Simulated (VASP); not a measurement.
Set up this calculation in VASP 6.6.1, as the native input.

```yaml
Task: single point
Functional: PBE
Dispersion: D3(BJ)
Potentials_or_basis: VASP PAW PBE potentials, release 64 (Li_sv)
Cutoff: 750 eV
k_mesh: 11 × 11 × 11, shifted
Occupations: fermi-dirac, width 0.1 eV
Spin: no spin polarisation
Dipole_correction: no
Further_INCAR_settings: ALGO = Normal; EDIFF = 1e-06; NBANDS = 8
```

The structure of Li lies in POSCAR:

```
Li
1.0
   -1.6634562007      1.6634562007      1.6634562007
    1.6634562007     -1.6634562007      1.6634562007
    1.6634562007      1.6634562007     -1.6634562007
Li
1
Direct
    0.0000000000      0.0000000000      0.0000000000
```

One way to write it, as run:

INCAR

```
SYSTEM = Li
PREC     = Accurate       ! precision mode
ENCUT    = 750            ! plane-wave cutoff, eV
EDIFF    = 1E-6           ! SCF threshold, eV
ISMEAR   = -1             ! smearing method
SIGMA    = 0.1            ! smearing width, eV
LREAL    = .FALSE.        ! projectors in reciprocal space
LASPH    = .TRUE.         ! aspherical terms in the spheres
NELM     = 120            ! most SCF steps
ALGO     = Normal         ! electronic algorithm
ISIF     = 2              ! what is computed and relaxed
LWAVE    = .FALSE.        ! write WAVECAR
LCHARG   = .FALSE.        ! write CHGCAR
GGA      = PE             ! functional
IVDW     = 12             ! dispersion correction
NBANDS   = 8              ! bands
GGA_COMPAT= .FALSE.
```

KPOINTS

```
Automatic mesh
0
Gamma
  11 11 11
  0.5 0.5 0.5
```

Potentials or basis: VASP PAW PBE potentials, release 64 (Li_sv).

Run with:

```console
$ cat potpaw_PBE.64/Li_sv/POTCAR > POTCAR
$ mpirun -np 1 vasp_std > vasp.out
```

It gave:

The pressure is -0.2 GPa. The band gap on the k mesh is zero (an odd number of electrons rules out a gap without spin polarisation) and the dispersion energy per atom is -0.186 eV.

Run time: 5.8 s on 1 thread of AMD EPYC 9R45 96-Core Processor (Zen 5), with other jobs on the host, peak memory 0.13 GiB.
